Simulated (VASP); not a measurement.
Here is a VASP 6.6.1 calculation.

The input POSCAR:

```
MoS
1.0
    3.8118696859      0.0000000000      0.0000000000
   -1.9059348429      3.3011759839      0.0000000000
    0.0000000000      0.0000000000      6.6429060378
Mo S
2 2
Direct
    0.0000000000      0.0000000000      0.0000000000
    0.0000000000      0.0000000000      0.5000000000
    0.3333333333      0.6666666667      0.2500000000
    0.6666666667      0.3333333333      0.7500000000
```

File INCAR.step1:

```
SYSTEM = MoS
PREC     = Accurate       ! precision mode
ENCUT    = 520            ! plane-wave cutoff, eV
ISMEAR   = 0              ! smearing method
SIGMA    = 0.1            ! smearing width, eV
LREAL    = .False.        ! projectors in reciprocal space
LASPH    = .True.         ! aspherical terms in the spheres
NELM     = 150            ! most SCF steps
ISPIN    = 2              ! spin polarisation
MAGMOM   = 2 -2 0 0       ! initial moments
LMAXMIX  = 4              ! l up to which the mixer works
LDAU     = .True.         ! DFT+U
LDAUTYPE = 2            
LDAUL    = 2 -1           ! shell
LDAUU    = 4.38 0         ! U, eV
LDAUJ    = 0 0          
NBANDS   = 32             ! bands
GGA      = PE             ! functional
ALGO     = Normal         ! electronic algorithm
EDIFF    = 1E-4           ! SCF threshold, eV
LWAVE    = .True.         ! write WAVECAR
LCHARG   = .False.        ! write CHGCAR
```

File INCAR.step2:

```
SYSTEM = MoS
PREC     = Accurate       ! precision mode
ENCUT    = 520            ! plane-wave cutoff, eV
EDIFF    = 1E-6           ! SCF threshold, eV
ISMEAR   = 0              ! smearing method
SIGMA    = 0.1            ! smearing width, eV
LREAL    = .False.        ! projectors in reciprocal space
LASPH    = .True.         ! aspherical terms in the spheres
NELM     = 150            ! most SCF steps
ALGO     = Normal         ! electronic algorithm
ISIF     = 2              ! what is computed and relaxed
LWAVE    = .False.        ! write WAVECAR
LCHARG   = .False.        ! write CHGCAR
ISPIN    = 2              ! spin polarisation
MAGMOM   = 2 -2 0 0       ! initial moments
LORBIT   = 11             ! projections on sites
LMAXMIX  = 4              ! l up to which the mixer works
LDAU     = .True.         ! DFT+U
LDAUTYPE = 2            
LDAUL    = 2 -1           ! shell
LDAUU    = 4.38 0         ! U, eV
LDAUJ    = 0 0          
LDAUPRINT= 1            
METAGGA  = R2SCAN         ! meta-GGA
LMIXTAU  = .True.       
NBANDS   = 32             ! bands
ISTART   = 1
```

KPOINTS

```
Automatic mesh
0
Gamma
  12 12 6
  0 0 0
```

Potentials or basis: VASP PAW PBE potentials, release 64 (Mo_sv, S).

Launch:

```bash
$ cat potpaw_PBE.64/Mo_sv/POTCAR potpaw_PBE.64/S/POTCAR > POTCAR
$ cp INCAR.step1 INCAR
$ mpirun -np 1 vasp_std > vasp.out
$ cp INCAR.step2 INCAR
$ mpirun -np 1 vasp_std > vasp.out
```

(1) Estimate the site moments.

(2) Estimate the net moment.

(3) Predict the band gap on the k mesh.

Results:

(1) Mo +3.37, -3.37; S +0.00 μB.

(2) 0.00 μB per cell.

(3) zero (filled and empty bands overlap).

Caveat: the cell stands under tension.
